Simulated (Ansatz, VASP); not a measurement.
## TiAl in VASP and in Ansatz

```xyz
2
Lattice="3.1562 0.0000 0.0000 0.0000 3.1562 0.0000 0.0000 0.0000 3.1562" Properties=species:S:1:pos:R:3 pbc="T T T"
Ti    0.0000    0.0000    0.0000
Al    1.5781    1.5781    1.5781
```

Alike in both runs: functional PBEsol; k mesh 14 × 14 × 14; occupations gaussian, width 0.1 eV; no spin polarisation.

Ansatz relaxed the structure, and its values are those at the end. VASP's run is a single point on that final structure, the one shown.

|  | VASP | Ansatz |
| --- | --- | --- |
| version | VASP 6.6.1 | Ansatz 0.2.0 |
| potentials or method | VASP PAW PBE potentials, release 64 (Ti_sv, Al) | scalar-relativistic, plane waves, PAW |
| plane-wave cutoff (eV) | 520 | 420 |
| valence electrons in the cell | 15 | 15 |

|  | VASP | Ansatz | Ansatz less VASP |
| --- | --- | --- | --- |
| gap on the k mesh at the Fermi level (eV) | none | none | - |
| pressure (GPa) | 0.0 | 0.0 | -0.09 |

VASP's potentials were made for PBE, not for PBEsol, and Ansatz warns of the same on its side. A gap of «none» marks a metal or a gap that the smearing closes. Ansatz's warnings: stress scf threshold loose.
